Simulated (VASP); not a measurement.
Here is a VASP 6.6.1 calculation.

INCAR

```
  PREC = Accurate
  ENCUT = 520
  EDIFF = 1E-6
  ISMEAR = 0
  SIGMA = 0.01
  LREAL = False
  LASPH = True
  NELM = 60
  ALGO = Normal
  ISIF = 2
  LWAVE = False
  LCHARG = True
  GGA = PS
  LELF = True
  LVHAR = True
  NBANDS = 16
```

KPOINTS

```
Automatic mesh
0
Gamma
  8 8 8
```

Contents of POSCAR:

```
GaAs
1.0
    2.7725643426      2.7725643426      0.0000000000
   -2.7725643426      2.7725643426      0.0000000000
    0.0000000000      2.7725643426      2.8794301293
Ga As
1 1
Direct
    0.0000000000      0.0000000000      0.0000000000
    0.7500000000      0.2500000000      0.5000000000
```

Potentials or basis: VASP PAW PBE potentials, release 64 (Ga_d, As).

Command:

```bash
$ cat potpaw_PBE.64/Ga_d/POTCAR potpaw_PBE.64/As/POTCAR > POTCAR
$ mpirun -np 1 vasp_std > vasp.out
```

Question: Estimate the pressure.

Answer: 1.8 GPa.

Question: Estimate the band gap on the k mesh.

Answer: 0.52 eV, direct.

Stress tensor (GPa, compression positive):
```
2.66 0.00 0.00
0.00 2.66 0.00
0.00 0.00 0.18
```

Caveat: the cell differs from its parent crystal (in-plane strain -0.02, then relaxed in part); the PAW data sets were made with another functional, which shifts forces and pressure a little. A k mesh can miss the band edges.
